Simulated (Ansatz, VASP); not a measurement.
**One calculation of Al6N, two programs**

The input INCAR:

```
SYSTEM = Al6N
  PREC = Accurate
  ENCUT = 520
  EDIFF = 1E-6
  ISMEAR = 0
  SIGMA = 0.1
  LREAL = .False.
  LASPH = .True.
  NELM = 60
  ALGO = Normal
  ISIF = 2
  LWAVE = .False.
  LCHARG = .False.
  LDIPOL = .True.
  IDIPOL = 3
  DIPOL = 0.5 0.5 0.295
  GGA = PE
  NBANDS = 36
```

The input KPOINTS:

```
Automatic mesh
0
Gamma
  5 5 1
  0 0 0
```

Contents of POSCAR:

```
Al6N
1.0
    5.7143028096      0.0000000000      0.0000000000
    0.0000000000      5.7143028096      0.0000000000
    0.0000000000      0.0000000000     22.1750227687
Al N
12 2
Direct
    0.2500000000      0.2500000000      0.1803831293
    0.2500000000      0.7500000000      0.1803831293
    0.7500000000      0.2500000000      0.1803831293
    0.7500000000      0.7500000000      0.1803831293
    0.0000000000      0.0000000000      0.2744094920
    0.0000000000      0.5000000000      0.2744094920
    0.5000000000      0.0000000000      0.2744094920
    0.5000000000      0.5000000000      0.2744094920
    0.2500000000      0.2500000000      0.3686590473
    0.2500000000      0.7500000000      0.3686590473
    0.7500000000      0.2500000000      0.3686590473
    0.7500000000      0.7500000000      0.3686590473
    0.2738131767      0.5000000000      0.4191663236
    0.7261868233      0.5000000000      0.4191663236
```

Input for Ansatz:

```yaml
crystal:
  lattice:
    - [5.7143028096, 0.0, 0.0]
    - [0.0, 5.7143028096, 0.0]
    - [0.0, 0.0, 22.1750227687]
  atoms:
    - { symbol: Al, position: [0.25, 0.25, 0.1803831293] }
    - { symbol: Al, position: [0.25, 0.75, 0.1803831293] }
    - { symbol: Al, position: [0.75, 0.25, 0.1803831293] }
    - { symbol: Al, position: [0.75, 0.75, 0.1803831293] }
    - { symbol: Al, position: [0.0, 0.0, 0.274409492] }
    - { symbol: Al, position: [0.0, 0.5, 0.274409492] }
    - { symbol: Al, position: [0.5, 0.0, 0.274409492] }
    - { symbol: Al, position: [0.5, 0.5, 0.274409492] }
    - { symbol: Al, position: [0.25, 0.25, 0.3686590473] }
    - { symbol: Al, position: [0.25, 0.75, 0.3686590473] }
    - { symbol: Al, position: [0.75, 0.25, 0.3686590473] }
    - { symbol: Al, position: [0.75, 0.75, 0.3686590473] }
    - { symbol: "N", position: [0.2738131767, 0.5, 0.4191663236] }
    - { symbol: "N", position: [0.7261868233, 0.5, 0.4191663236] }
basis:
  ecutwfc: 420
kpoints:
  mp_grid: { grid: [5, 5, 1] }
hamiltonian:
  xc: pbe
scf:
  occupations: { method: gaussian, width: 0.1 }
output:
  forces: true
  eigenvalues: true
efield:
  axis: 3
  dipole_correction: true
  ramp_width: 0.04
```

Alike in both runs: task single point; functional PBE; k mesh 5 × 5 × 1; occupations gaussian, width 0.1 eV; no spin polarisation.

|  | VASP | Ansatz |
| --- | --- | --- |
| version | VASP 6.6.1 | Ansatz 0.2.0 |
| potentials or method | VASP PAW PBE potentials, release 64 (Al, N), cutoff 520 eV | scalar-relativistic, plane waves, PAW |
| valence electrons in the cell | 46 | 46 |

|  | VASP | Ansatz | Ansatz less VASP |
| --- | --- | --- | --- |
| gap on the k mesh at the Fermi level (eV) | none | none | - |
| rms of the force components (eV/Å) | 0.174 | 0.172 | -0.0022 |

Atom by atom the forces differ by 0.007 eV/Å (rms over components). A gap of «none» marks a metal or a gap that the smearing closes. With one functional, cell and mesh, what is left measures potentials, basis and numerics.
